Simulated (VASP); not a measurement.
# Li3Au2 (P4/mbm) in VASP: single point with r2SCAN

Aim: the single point of Li3Au2 with r2SCAN.

All numbers are computed with VASP 6.6.1; they aren't measurements. Logs are shortened: lines on timing, memory, paths and dates and some standing lists are left out, and cuts for length are marked.

## 1. The cell of the first run

Symmetry: P4/mbm, No. 127, tetragonal system. Conventional cell: a = 7.188 Å, b = 7.188 Å, c = 3.689 Å, α = 90.00°, β = 90.00°, γ = 90.00°. Li (site symmetry m2m) has 6 Au at 2.81 to 2.84 Å and 11 Li at 3.22 to 3.73 Å within 3.8 Å. Within 3.8 Å of Li (site symmetry 4/m) lie 4 Au at 2.91 Å and 10 Li at 3.22 to 3.69 Å. Within 3.0 Å of Au (site symmetry m2m) lie 1 Au at 2.26 Å and 8 Li at 2.81 to 2.91 Å.

## 2. Single point, r2SCAN

The input, POSCAR:

```
Li3Au2
1.0
    7.1875980000      0.0000000000      0.0000000000
    0.0000000000      7.1875980000      0.0000000000
    0.0000000000      0.0000000000      3.6886840000
Li Au
6 4
Direct
    0.1810000000      0.6810000000      0.5000000000
    0.3190000000      0.1810000000      0.5000000000
    0.8190000000      0.3190000000      0.5000000000
    0.6810000000      0.8190000000      0.5000000000
    0.0000000000      0.0000000000      0.0000000000
    0.5000000000      0.5000000000      0.0000000000
    0.3890000000      0.8890000000      0.0000000000
    0.1110000000      0.3890000000      0.0000000000
    0.6110000000      0.1110000000      0.0000000000
    0.8890000000      0.6110000000      0.0000000000
```

The input, INCAR.step1:

```
SYSTEM = Li3Au2
PREC = Accurate
ENCUT = 520
ISMEAR = -1
SIGMA = 0.1
LREAL = .FALSE.
LASPH = .TRUE.
NELM = 60
NBANDS = 42
GGA = PE
ALGO = Normal
EDIFF = 1E-4
LWAVE = .TRUE.
LCHARG = .FALSE.
```

The input, INCAR.step2:

```
SYSTEM = Li3Au2
PREC = Accurate
ENCUT = 520
EDIFF = 1E-7
ISMEAR = -1
SIGMA = 0.1
LREAL = .FALSE.
LASPH = .TRUE.
NELM = 60
ALGO = Normal
ISIF = 2
LWAVE = .FALSE.
LCHARG = .TRUE.
METAGGA = R2SCAN
LMIXTAU = .TRUE.
LELF = .TRUE.
LVHAR = .TRUE.
NBANDS = 42
ISTART = 1
```

The input, KPOINTS:

```
regular mesh
0
G
  5 5 9
  0 0 0
```

Potentials or basis: VASP PAW PBE potentials, release 64 (Li_sv, Au).

Run with:

```sh
$ cat potpaw_PBE.64/Li_sv/POTCAR potpaw_PBE.64/Au/POTCAR > POTCAR
$ cp INCAR.step1 INCAR
$ mpirun -np 1 vasp_std > vasp.out
$ cp INCAR.step2 INCAR
$ mpirun -np 1 vasp_std > vasp.out
```

OUTCAR:

```text
SYSTEM = Li3Au2
   PREC = Accurate
   ENCUT = 520
   EDIFF = 1E-7
   ISMEAR = -1
   LREAL = .FALSE.
   LASPH = .TRUE.
   NELM = 60
   ISIF = 2
   METAGGA = R2SCAN
   ISTART = 1

 ion  position               nearest neighbor table
   1  0.181  0.681  0.500-   7 2.81   7 2.81  10 2.84   8 2.84   8 2.84  10 2.84
   2  0.319  0.181  0.500-   8 2.81   8 2.81   9 2.84   7 2.84   7 2.84   9 2.84
   3  0.819  0.319  0.500-   9 2.81   9 2.81  10 2.84   8 2.84   8 2.84  10 2.84
   4  0.681  0.819  0.500-  10 2.81  10 2.81   7 2.84   7 2.84   9 2.84   9 2.84
   5  0.000  0.000  0.000-   7 2.91   8 2.91   9 2.91  10 2.91
   6  0.500  0.500  0.000-   7 2.91   8 2.91   9 2.91  10 2.91
   7  0.389  0.889  0.000-   9 2.26   1 2.81   1 2.81   2 2.84   4 2.84   2 2.84   4 2.84   5 2.91
                             6 2.91
   8  0.111  0.389  0.000-  10 2.26   2 2.81   2 2.81   1 2.84   1 2.84   3 2.84   3 2.84   5 2.91
                             6 2.91
   9  0.611  0.111  0.000-   7 2.26   3 2.81   3 2.81   2 2.84   2 2.84   4 2.84   4 2.84   5 2.91
                             6 2.91
  10  0.889  0.611  0.000-   8 2.26   4 2.81   4 2.81   3 2.84   1 2.84   3 2.84   1 2.84   5 2.91
                             6 2.91

  LATTYP: Found a simple tetragonal cell.
 ALAT       =     7.1875980000
 C/A-ratio  =     0.5132012113

  Lattice vectors:

 A1 = (   7.1875980000,   0.0000000000,   0.0000000000)
 A2 = (   0.0000000000,   7.1875980000,   0.0000000000)
 A3 = (   0.0000000000,   0.0000000000,   3.6886840000)

Analysis of symmetry for initial positions (statically):
=====================================================================
 Subroutine PRICEL returns:
 Original cell was already a primitive cell.

 Routine SETGRP: Setting up the symmetry group for a
 simple tetragonal supercell.

 Subroutine GETGRP returns: Found 16 space group operations
 (whereof  8 operations were pure point group operations)
 out of a pool of 16 trial point group operations.

The static configuration has the point symmetry C_4h.
 The point group associated with its full space group is D_4h.

Analysis of symmetry for dynamics (positions and initial velocities):
=====================================================================
 Subroutine PRICEL returns:
 Original cell was already a primitive cell.

 Routine SETGRP: Setting up the symmetry group for a
 simple tetragonal supercell.

 Subroutine GETGRP returns: Found 16 space group operations
 (whereof  8 operations were pure point group operations)
 out of a pool of 16 trial point group operations.

The dynamic configuration has the point symmetry C_4h.
 The point group associated with its full space group is D_4h.

 Subroutine INISYM returns: Found 16 space group operations
 (whereof  8 operations are pure point group operations),
 and found     1 'primitive' translations

----------------------------------------------------------------------------------------

                                     Primitive cell

  volume of cell :     190.5632

  direct lattice vectors                    reciprocal lattice vectors
     7.187598000  0.000000000  0.000000000     0.139128538  0.000000000  0.000000000
     0.000000000  7.187598000  0.000000000     0.000000000  0.139128538  0.000000000
     0.000000000  0.000000000  3.688684000     0.000000000  0.000000000  0.271099395

  length of vectors
     7.187598000  7.187598000  3.688684000     0.139128538  0.139128538  0.271099395

  position of ions in fractional coordinates (direct lattice)
     0.181000000  0.681000000  0.500000000
     0.319000000  0.181000000  0.500000000
     0.819000000  0.319000000  0.500000000
     0.681000000  0.819000000  0.500000000
     0.000000000  0.000000000  0.000000000
     0.500000000  0.500000000  0.000000000
     0.389000000  0.889000000  0.000000000
     0.111000000  0.389000000  0.000000000
     0.611000000  0.111000000  0.000000000
     0.889000000  0.611000000  0.000000000

  ion indices of the primitive-cell ions
   primitive index   ion index
                 1           1
                 2           2
                 3           3
                 4           4
                 5           5
                 6           6
                 7           7
                 8           8
                 9           9
                10          10

----------------------------------------------------------------------------------------

 KPOINTS: regular mesh

Automatic generation of k-mesh.
 Grid dimensions read from file:
 generate k-points for:    5    5    9

 Generating k-lattice:

  Cartesian coordinates                     Fractional coordinates (reciprocal lattice)
     0.027825708  0.000000000  0.000000000     0.200000000  0.000000000  0.000000000
     0.000000000  0.027825708  0.000000000     0.000000000  0.200000000  0.000000000
     0.000000000  0.000000000  0.030122155     0.000000000  0.000000000  0.111111111

  Length of vectors
     0.027825708  0.027825708  0.030122155

  Shift w.r.t. Gamma in fractional coordinates (k-lattice)
     0.000000000  0.000000000  0.000000000

 Subroutine IBZKPT returns following result:
 ===========================================

 Found     30 irreducible k-points:

 Following reciprocal coordinates:
            Coordinates               Weight
  0.000000  0.000000  0.000000      1.000000
  0.200000  0.000000  0.000000      4.000000
  0.400000  0.000000  0.000000      4.000000
  0.200000  0.200000  0.000000      4.000000
  0.400000  0.200000  0.000000      8.000000
  0.400000  0.400000  0.000000      4.000000
[... 16 lines left out ...]
  0.400000  0.200000  0.333333     16.000000
  0.400000  0.400000  0.333333      8.000000
 [... further k-points ...]
   k-points           NKPTS =     30   k-points in BZ     NKDIM =     30   number of bands    NBANDS=     42
   number of dos      NEDOS =    301   number of ions     NIONS =     10
   total plane-waves  NPLWV =  81648
   dimension x,y,z NGX =    54 NGY =   54 NGZ =   28
   dimension x,y,z NGXF=   108 NGYF=  108 NGZF=   56
   ions per type =               6   4
   NGX,Y,Z   is equivalent  to a cutoff of  12.49, 12.49, 12.62 a.u.
   NGXF,Y,Z  is equivalent  to a cutoff of  24.98, 24.98, 25.24 a.u.
 SYSTEM =  Li3Au2
   PREC   = accura    normal or accurate (medium, high low for compatibility)
   ISTART =      1    job   : 0-new  1-cont  2-samecut
   ICHARG =      0    charge: 1-file 2-atom 10-const
   ISPIN  =      1    spin polarized calculation?
   LNONCOLLINEAR =      F non collinear calculations
   LSORBIT =      F    spin-orbit coupling
   LASPH  =      T    aspherical Exc in radial PAW
   ENCUT  =  520.0 eV  38.22 Ry    6.18 a.u.  13.36 13.36  6.86*2*pi/ulx,y,z
   NELM   =     60;   NELMIN=  2; NELMDL=  0     # of ELM steps
   EDIFF  = 0.1E-06   stopping-criterion for ELM
   LREAL  =      F    real-space projection
   EDIFFG = 0.1E-05   stopping-criterion for IOM
   NSW    =      0    number of steps for IOM
   IBRION =     -1    ionic relax: 0-MD 1-quasi-New 2-CG
   NFREE  =      0    steps in history (QN), initial steepest desc. (CG)
   ISIF   =      2    stress and relaxation
   ISYM   =      2    0-nonsym 1-usesym 2-fastsym
   POTIM  = 0.5000    time-step for ionic-motion
   TEBEG  =    0.0;   TEEND  =   0.0 temperature during run
   PSTRESS=    0.0 pullay stress
   NELECT =      62.0000    total number of electrons
   NUPDOWN=      -1.0000    fix difference up-down
   EMIN   =  10.00;   EMAX   =-10.00  energy-range for DOS
   EFERMI =   0.00;   METHOD = LEGACY
   ISMEAR =    -1;   SIGMA  =   0.10  broadening in eV -4-tet -1-fermi 0-gaus
   EFERMI_NEDOS =   21; number of points for ismear=-14 and -15
   IALGO  =     38    algorithm
   IMIX   =      4    mixing-type and parameters
     AMIX     =   0.40;   BMIX     =  1.00
     AMIX_MAG =   1.60;   BMIX_MAG =  1.00
  volume/ion in A,a.u.               =      19.06       128.60
  Fermi-wavevector in a.u.,A,eV,Ry     =   1.125967  2.127769 17.249494  1.267802
  Thomas-Fermi vector in A             =   2.262647
   LORBIT       =      0    0 simple, 1 ext, 2 COOP (PROOUT), +10 PAW based schemes
   METAGGA = R2SCAN    functional components
   LHFCALC =     F    Hartree Fock is set to
   AEXX    =    0.0000 exact exchange contribution
   IVDW    =     0    specifies the selected vdW correction
   LEPSILON=     F    determine dielectric tensor
   LRPA    =     F    only Hartree local field effects (RPA)
 non-spin polarized calculation
  energy-cutoff  :      520.00
  volume of cell :      190.56
 maximum number of plane-waves:      5150
 NGX is ok and might be reduce to    54
   NGX = 27   NGY = 27   NGZ = 13

 number of electron      61.9999993 magnetization

 Free energy of the ion-electron system (eV)
  ---------------------------------------------------
  ext. energy  EPLUGINS =         0.00000000
  ---------------------------------------------------
  free energy    TOTEN  =      -218.30686668 eV

  energy without entropy =     -218.21892399  energy(sigma->0) =     -218.26289534

 E-fermi :   3.5272     XC(G=0):  -9.5588

 val. band max:        3.4783922509   @ k =   0.0000   0.0000   0.1111
 cond. band min:       3.5534838747   @ k =   0.2000   0.0000   0.3333
 fundamental gap:      0.0750916239
 Fermi energy:         3.5271706396

 k-point     1 :       0.0000    0.0000    0.0000
  band No.  band energies     occupation
      1     -44.8663      2.00000
      2     -44.8661      2.00000
      3     -44.3459      2.00000
      4     -44.3450      2.00000
      5     -44.3450      2.00000
      6     -44.3448      2.00000
[... 34 lines left out ...]
     41      11.3039      0.00000
     42      12.1135      0.00000

 k-point     2 :       0.2000    0.0000    0.0000
  band No.  band energies     occupation
      1     -44.8663      2.00000
      2     -44.8661      2.00000
      3     -44.3458      2.00000
      4     -44.3452      2.00000
      5     -44.3450      2.00000
      6     -44.3448      2.00000
[... 979 lines left out ...]
     41       9.0786      0.00000
     42       9.2545      0.00000

 k-point    24 :       0.4000    0.4000    0.3333
  band No.  band energies     occupation
      1     -44.8658      2.00000
      2     -44.8658      2.00000
      3     -44.3449      2.00000
      4     -44.3449      2.00000
      5     -44.3446      2.00000
      6     -44.3445      2.00000
[... 34 lines left out ...]
     41       9.7852      0.00000
     42       9.8626      0.00000

 [... further k-points ...]
[... 5 lines left out ...]
  --------------------------------------------------------------------------------------
  -------------------------------------------------------------------------------------
  Total       10.6193295     10.6193295     -3.4894626      0.0000000     -0.0000000      0.0000000
  in kB       89.2829778     89.2829778    -29.3379738      0.0000000     -0.0000000      0.0000000
  external PRESSURE =      49.7426606 kB  Pullay stress =       0.0000000 kB

 VOLUME and BASIS-vectors are now :
 -----------------------------------------------------------------------------
  energy-cutoff  :      520.00
  volume of cell :      190.56
      direct lattice vectors                 reciprocal lattice vectors
     7.187598000  0.000000000  0.000000000     0.139128538  0.000000000  0.000000000
     0.000000000  7.187598000  0.000000000     0.000000000  0.139128538  0.000000000
     0.000000000  0.000000000  3.688684000     0.000000000  0.000000000  0.271099395

 POSITION                                       TOTAL-FORCE (eV/Angst)
 -----------------------------------------------------------------------------------
      1.30096      4.89475      1.84434         0.005080      0.005080     -0.000000
      2.29284      1.30096      1.84434        -0.005080      0.005080     -0.000000
      5.88664      2.29284      1.84434        -0.005080     -0.005080      0.000000
      4.89475      5.88664      1.84434         0.005080     -0.005080      0.000000
      0.00000      0.00000      0.00000         0.000000      0.000000     -0.000000
      3.59380      3.59380      0.00000         0.000000      0.000000     -0.000000
      2.79598      6.38977      0.00000        -5.291128     -5.291128     -0.000000
      0.79782      2.79598      0.00000         5.291128     -5.291128      0.000000
      4.39162      0.79782      0.00000         5.291128      5.291128     -0.000000
      6.38977      4.39162      0.00000        -5.291128      5.291128     -0.000000
 -----------------------------------------------------------------------------------
    total drift:                                0.000000      0.000000     -0.000000

  FREE ENERGIE OF THE ION-ELECTRON SYSTEM (eV)
  ---------------------------------------------------
  free  energy   TOTEN  =      -218.3068666826 eV

  energy  without entropy=     -218.2189239882  energy(sigma->0) =     -218.26289534
```

Run time: 16 min. Hardware: 1 thread of Intel Xeon Platinum 8259CL at 2.50GHz (Skylake/Cascade Lake), shared host; peak memory 0.42 GiB.

Results:

```
Free energy            : -218.3069 eV
Largest force          : 7.483 eV/Å
Band gap on the k mesh : zero (bands 31 and 32 overlap by 1.91 eV)
```

Forces in eV/Å, atoms in the order of the input:
```
Li   0.005  0.005  0.000
Li  -0.005  0.005  0.000
Li  -0.005 -0.005  0.000
Li   0.005 -0.005  0.000
Li   0.000  0.000  0.000
Li   0.000  0.000  0.000
Au  -5.291 -5.291  0.000
Au   5.291 -5.291  0.000
Au   5.291  5.291  0.000
Au  -5.291  5.291  0.000
```

Levels at points of the mesh, in eV from the Fermi level:
| k point | band 29 | band 30 | band 31 | band 32 | band 33 | band 34 |
| --- | --- | --- | --- | --- | --- | --- |
| (0.00, 0.00, 0.00) | -2.34 | -2.34 | -0.18 | 0.71 | 0.71 | 1.04 |

Caveat: the cutoff is under 1.25 times the usual one of these potentials, so pressure, stress and relaxed cells hold a basis-set (Pulay) error; the PAW data sets were made with another functional, which shifts forces and pressure a little; spin-orbit coupling is left out, which moves the levels of the heavy elements.

The gap in the log of VASP goes by the Fermi energy; the results here count the filled bands.